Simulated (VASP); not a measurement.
# Mg2CdS3 (P1) in VASP: further runs, part 2 of 2

VASP 6.6.1.

### Step 3. Relaxation of cell and atoms, PBE

This run uses another cell than the first one, of 18.85 Å³/atom.

File INCAR:

```
SYSTEM = Mg2CdS3
PREC = Accurate
ENCUT = 600
EDIFF = 1E-6
ISMEAR = 0
SIGMA = 0.1
LREAL = .False.
LASPH = .True.
NELM = 60
ALGO = Normal
ISIF = 3
LWAVE = .False.
LCHARG = .False.
GGA = PE
IBRION = 2
NSW = 80
EDIFFG = -0.025
```

File KPOINTS:

```
Automatic mesh
0
Gamma
  4 2 2
  0 0 0
```

File POSCAR:

```
Mg2CdS3
1.0
    3.7957877651     -0.0139043010     -0.0441785354
   -0.0240829559      6.4275813683      0.0005633394
   -0.1083779566      0.0007978829      9.2713756155
Mg Cd S
4 2 6
Direct
    0.0236205655      0.3387239803      0.6648071571
    0.4982894506      0.8316064899      0.6574489508
    0.5072258931      0.1666683317      0.3426295566
   -0.0096160908      0.6671291203      0.3278000714
    1.0107056120     -0.0056590178     -0.0050106119
    0.5183836069      0.5033308175     -0.0004562514
    0.4947097648      0.1494123481      0.8236667092
   -0.0083755175      0.6682739382      0.8231598702
   -0.0041498421      0.3505114734      0.1790246434
    0.5013106217      0.8280376969      0.1804761295
    0.9817739975     -0.0033458722      0.5050682058
    0.4861219384      0.5053106938      0.5013855695
```

Potentials or basis: VASP PAW PBE potentials, release 64 (Mg, Cd, S).

Run with:

```bash
$ cat potpaw_PBE.64/Mg/POTCAR potpaw_PBE.64/Cd/POTCAR potpaw_PBE.64/S/POTCAR > POTCAR
$ mpirun -np 1 vasp_std > vasp.out
```

OUTCAR:

```text
SYSTEM = Mg2CdS3
   PREC = Accurate
   ENCUT = 600
   EDIFF = 1E-6
   ISMEAR = 0
   LREAL = .False.
   LASPH = .True.
   NELM = 60
   ISIF = 3
   GGA = PE
   IBRION = 2
   NSW = 80
   EDIFFG = -0.025

 ion  position               nearest neighbor table
   1  0.024  0.339  0.665-  12 2.57   8 2.58   7 2.60  11 2.65  12 2.74   7 2.79   2 3.63
   2  0.498  0.832  0.657-  12 2.55   7 2.56  11 2.57   8 2.62  11 2.62   8 2.70   3 3.63   1 3.63

   3  0.507  0.167  0.343-  11 2.57  12 2.63  10 2.65   9 2.69   9 2.71  11 2.75   2 3.63
   4  0.990  0.667  0.328-   9 2.46  10 2.51  10 2.61  12 2.66  11 2.68  12 2.73   6 3.65
   5  0.011  0.994  0.995-   8 2.63   7 2.65   7 2.69  10 2.73  10 2.82   9 2.86   6 3.66   6 3.71
                             6 3.78   6 3.78
   6  0.518  0.503  1.000-   9 2.63   8 2.67  10 2.68   8 2.77   9 2.79   7 2.80   4 3.65   5 3.66
                             5 3.71   5 3.78   5 3.78
   7  0.495  0.149  0.824-   2 2.56   1 2.60   5 2.65   5 2.69   1 2.79   6 2.80
   8  0.992  0.668  0.823-   1 2.58   2 2.62   5 2.63   6 2.67   2 2.70   6 2.77
   9  0.996  0.351  0.179-   4 2.46   6 2.63   3 2.69   3 2.71   6 2.79   5 2.86
  10  0.501  0.828  0.180-   4 2.51   4 2.61   3 2.65   6 2.68   5 2.73   5 2.82
  11  0.982  0.997  0.505-   2 2.57   3 2.57   2 2.62   1 2.65   4 2.68   3 2.75
  12  0.486  0.505  0.501-   2 2.55   1 2.57   3 2.63   4 2.66   4 2.73   1 2.74

  LATTYP: Found a triclinic cell.
 ALAT       =     3.7960703142
 B/A-ratio  =     2.4425282737
 C/A-ratio  =     1.6932316786
 COS(alpha) =     0.0002174849
 COS(beta)  =     0.0074103181
 COS(gamma) =     0.0233253398

  Lattice vectors:

 A1 = (  -3.7957877651,   0.0139043010,   0.0441785354)
 A2 = (  -0.1083779566,   0.0007978829,   9.2713756155)
 A3 = (  -0.0240829559,   6.4275813683,   0.0005633394)

Analysis of symmetry for initial positions (statically):
=====================================================================
 Subroutine PRICEL returns:
 Original cell was already a primitive cell.

 Routine SETGRP: Setting up the symmetry group for a
 triclinic supercell.

 Subroutine GETGRP returns: Found  1 space group operations
 (whereof  1 operations were pure point group operations)
 out of a pool of  2 trial point group operations.

The static configuration has the point symmetry C_1 .

Analysis of symmetry for dynamics (positions and initial velocities):
=====================================================================
 Subroutine PRICEL returns:
 Original cell was already a primitive cell.

 Routine SETGRP: Setting up the symmetry group for a
 triclinic supercell.

 Subroutine GETGRP returns: Found  1 space group operations
 (whereof  1 operations were pure point group operations)
 out of a pool of  2 trial point group operations.

The dynamic configuration has the point symmetry C_1 .

 Subroutine INISYM returns: Found  1 space group operations
 (whereof  1 operations are pure point group operations),
 and found     1 'primitive' translations

----------------------------------------------------------------------------------------

                                     Primitive cell

  volume of cell :     226.1667

  direct lattice vectors                    reciprocal lattice vectors
     3.795787765 -0.013904301 -0.044178535     0.263489387  0.000986976  0.003079980
    -0.024082956  6.427581368  0.000563339     0.000569831  0.155581652 -0.000006728
    -0.108377957  0.000797883  9.271375616     0.001255505 -0.000004750  0.107873536

[... 69 lines left out ...]
 -0.000000  0.500000  0.500000      1.000000
  0.250000  0.500000  0.500000      2.000000
  0.500000  0.500000  0.500000      1.000000
   k-points           NKPTS =     12   k-points in BZ     NKDIM =     12   number of bands    NBANDS=     41
   number of dos      NEDOS =    301   number of ions     NIONS =     12
   total plane-waves  NPLWV = 129600
   dimension x,y,z NGX =    30 NGY =   54 NGZ =   80
   dimension x,y,z NGXF=    60 NGYF=  108 NGZF=  160
   ions per type =               4   2   6
   NGX,Y,Z   is equivalent  to a cutoff of  13.14, 13.97, 14.34 a.u.
   NGXF,Y,Z  is equivalent  to a cutoff of  26.28, 27.93, 28.69 a.u.
 SYSTEM =  Mg2CdS3
   PREC   = accura    normal or accurate (medium, high low for compatibility)
   ISTART =      0    job   : 0-new  1-cont  2-samecut
   ICHARG =      2    charge: 1-file 2-atom 10-const
   ISPIN  =      1    spin polarized calculation?
   LNONCOLLINEAR =      F non collinear calculations
   LSORBIT =      F    spin-orbit coupling
   LASPH  =      T    aspherical Exc in radial PAW
   ENCUT  =  600.0 eV  44.10 Ry    6.64 a.u.   7.58 12.84 18.52*2*pi/ulx,y,z
   NELM   =     60;   NELMIN=  2; NELMDL= -5     # of ELM steps
   EDIFF  = 0.1E-05   stopping-criterion for ELM
   LREAL  =      F    real-space projection
   EDIFFG = -.3E-01   stopping-criterion for IOM
   NSW    =     80    number of steps for IOM
   IBRION =      2    ionic relax: 0-MD 1-quasi-New 2-CG
   NFREE  =      1    steps in history (QN), initial steepest desc. (CG)
   ISIF   =      3    stress and relaxation
   ISYM   =      2    0-nonsym 1-usesym 2-fastsym
   POTIM  = 0.5000    time-step for ionic-motion
   TEBEG  =    0.0;   TEEND  =   0.0 temperature during run
   PSTRESS=    0.0 pullay stress
   NELECT =      68.0000    total number of electrons
   NUPDOWN=      -1.0000    fix difference up-down
   EMIN   =  10.00;   EMAX   =-10.00  energy-range for DOS
   EFERMI =   0.00;   METHOD = LEGACY
   ISMEAR =     0;   SIGMA  =   0.10  broadening in eV -4-tet -1-fermi 0-gaus
   EFERMI_NEDOS =   21; number of points for ismear=-14 and -15
   IALGO  =     38    algorithm
   IMIX   =      4    mixing-type and parameters
     AMIX     =   0.40;   BMIX     =  1.00
     AMIX_MAG =   1.60;   BMIX_MAG =  1.00
  volume/ion in A,a.u.               =      18.85       127.19
  Fermi-wavevector in a.u.,A,eV,Ry     =   1.096735  2.072528 16.365455  1.202827
  Thomas-Fermi vector in A             =   2.233082
   LORBIT       =      0    0 simple, 1 ext, 2 COOP (PROOUT), +10 PAW based schemes
   GGA     = PE    functional components
   LHFCALC =     F    Hartree Fock is set to
   AEXX    =    0.0000 exact exchange contribution
   IVDW    =     0    specifies the selected vdW correction
   LEPSILON=     F    determine dielectric tensor
   LRPA    =     F    only Hartree local field effects (RPA)
 conjugate gradient relaxation of ions
 non-spin polarized calculation
 Gauss-broadening in eV      SIGMA  =   0.10
  energy-cutoff  :      600.00
  volume of cell :      226.17
 maximum number of plane-waves:      7588
   NGX = 15   NGY = 25   NGZ = 37

--------------------------------------- Ionic step        1  -------------------------------------------

 number of electron      68.0000003 magnetization

 Free energy of the ion-electron system (eV)
  ---------------------------------------------------
  ext. energy  EPLUGINS =         0.00000000
  ---------------------------------------------------
  free energy    TOTEN  =       -45.26132258 eV

  energy without entropy =      -45.26132258  energy(sigma->0) =      -45.26132258

------------------------ aborting loop because EDIFF is reached ----------------------------------------

  FORCE on cell =-STRESS in cart. coord.  units (eV):
  Direction    XX          YY          ZZ          XY          YZ          ZX
  --------------------------------------------------------------------------------------
  -------------------------------------------------------------------------------------
  Total        0.1293801      2.7062397      0.2175345      0.5853544      0.2244038      1.3084428
  in kB        0.9165359     19.1711522      1.5410263      4.1466834      1.5896892      9.2690814
  external PRESSURE =       7.2095715 kB  Pullay stress =       0.0000000 kB
[... 119 lines left out ...]
  FREE ENERGIE OF THE ION-ELECTRON SYSTEM (eV)
  ---------------------------------------------------
  free  energy   TOTEN  =       -45.4242531135 eV

  energy  without entropy=      -45.4242531135  energy(sigma->0) =      -45.42425311

[... ionic steps 4 to 11 ...]

--------------------------------------- Ionic step       12  -------------------------------------------

 number of electron      67.9999988 magnetization

------------------------ aborting loop because EDIFF is reached ----------------------------------------
[... 87 lines left out ...]
--------------------------------------- Ionic step       14  -------------------------------------------

 number of electron      67.9999987 magnetization

 Free energy of the ion-electron system (eV)
  ---------------------------------------------------
  ext. energy  EPLUGINS =         0.00000000
  ---------------------------------------------------
  free energy    TOTEN  =       -45.48537003 eV

  energy without entropy =      -45.48537003  energy(sigma->0) =      -45.48537003

 E-fermi :   3.7327     XC(G=0):  -9.8744

 val. band max:        3.2898260675   @ k =  -0.0000  -0.0000   0.5000
 cond. band min:       4.9612266117   @ k =   0.0000   0.0000   0.0000
 fundamental gap:      1.6714005442
 Fermi energy:         3.7327053063

 k-point     1 :       0.0000    0.0000    0.0000
  band No.  band energies     occupation
      1      -9.3217      2.00000
      2      -8.5402      2.00000
      3      -8.4108      2.00000
      4      -8.2434      2.00000
      5      -8.0337      2.00000
      6      -7.8780      2.00000
[... 556 lines left out ...]
  FREE ENERGIE OF THE ION-ELECTRON SYSTEM (eV)
  ---------------------------------------------------
  free  energy   TOTEN  =       -45.4853700337 eV

  energy  without entropy=      -45.4853700337  energy(sigma->0) =      -45.48537003

 reached required accuracy - stopping structural energy minimisation
```

Wall time 31 min (1 thread of Oxide Virtual Turin-like, shared host); peak memory 0.41 GiB.

Results:

- Free energy: -45.4854 eV
- Relaxed volume: 18.88 Å³/atom
- Relaxed cell: a = 3.773 Å, b = 6.513 Å, c = 9.220 Å, α = 90.07°, β = 90.01°, γ = 90.00°
- Space group after relaxing (to 0.1 Å): P-3m1 (No. 164)
- Energy gained by relaxing: 18.7 meV/atom
- Ionic steps: 14
- Pressure after relaxing: 0.0 GPa
- Largest force after relaxing: 0.016 eV/Å
- Band gap on the k mesh: 1.67 eV

Forces on the atoms (eV/Å):
```
Mg   0.004  0.000  0.000
Mg   0.001  0.011 -0.012
Mg   0.003  0.000  0.005
Mg   0.001 -0.011  0.003
Cd  -0.001  0.009  0.002
Cd   0.001 -0.005  0.002
S   -0.010  0.010  0.003
S    0.001  0.007  0.005
S   -0.002 -0.010  0.001
S    0.001 -0.008 -0.002
S    0.003  0.000  0.004
S   -0.002 -0.003 -0.011
```

Step by step:
```tsv
step	energy change (eV)	largest force (eV/Å)	pressure (GPa)	volume (Å³)
1	0.0000	0.8712	0.72	226.17
2	-0.1271	0.4206	-0.47	228.94
3	-0.1629	0.2272	-1.36	231.41
4	-0.1993	0.2071	0.25	226.06
5	-0.1993	0.2067	0.26	225.99
6	-0.2105	0.1454	0.18	226.11
7	-0.2190	0.0906	0.07	226.34
8	-0.2216	0.0436	-0.08	226.77
9	-0.2220	0.0440	-0.17	227.05
10	-0.2229	0.0346	0.14	226.11
11	-0.2229	0.0342	0.09	226.26
12	-0.2236	0.0260	0.04	226.40
13	-0.2238	0.0288	0.00	226.50
14	-0.2240	0.0161	-0.02	226.58
```

Final structure:
```
CELL_PARAMETERS angstrom
3.77314 0.00005 -0.00024
0.00008 6.51309 -0.00395
-0.00088 -0.00540 9.21989
ATOMIC_POSITIONS crystal
Mg 0.00004 0.33266 0.66172
Mg 0.49969 0.83250 0.66207
Mg 0.49958 0.16732 0.33807
Mg 0.99987 0.66762 0.33823
Cd 0.00045 0.99969 0.99993
Cd 0.49982 0.49999 0.99998
S 0.50128 0.16562 0.82122
S 0.99995 0.66565 0.82119
S 0.00004 0.33442 0.17871
S 0.49971 0.83428 0.17875
S 0.99958 0.00008 0.49990
S 0.49999 0.50016 0.50022
```

Caveat: the k points lie up to 0.48 Å⁻¹ apart in the final cell. A k mesh can miss the band edges.
